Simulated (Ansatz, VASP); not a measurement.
One calculation of InSb3, two programs

```xyz
4
Lattice="0.0000 3.7946 3.7946 3.7946 0.0000 3.7946 3.7946 3.7946 0.0000" Properties=species:S:1:pos:R:3 pbc="T T T"
In    0.0000    0.0000    0.0000
Sb    1.8973    1.8973    1.8973
Sb    5.6918    5.6918    5.6918
Sb    3.7946    3.7946    3.7946
```

Alike in both runs: task relaxation of cell and atoms; functional PBE; k mesh 10 × 10 × 10; occupations gaussian, width 0.1 eV; no spin polarisation.

```csv
,VASP,Ansatz
version,VASP 6.6.1,Ansatz 0.2.0
potentials or method,"VASP PAW PBE potentials, release 64 (In_d, Sb), cutoff 600 eV","scalar-relativistic, plane waves, PAW"
valence electrons in the cell,28,58
```

|  | VASP | Ansatz | Ansatz less VASP |
| --- | --- | --- | --- |
| gap on the k mesh at the Fermi level, each at its own relaxed structure (eV) | none | none | - |
| relaxed volume (Å³/atom) | 27.20 | 27.22 | +0.020 |
| relaxed cell length with the largest relative difference (Å) | 5.359 | 5.360 | +0.0013 |

A gap of «none» marks a metal or a gap that the smearing closes. VASP's potentials hold 28 valence electrons a cell and Ansatz's 58, so a difference there can come from the potentials and not from the codes.

Spin-orbit coupling is off throughout. Noted on VASP's run: too few bands were computed for a metal, which touches its energy and stress.
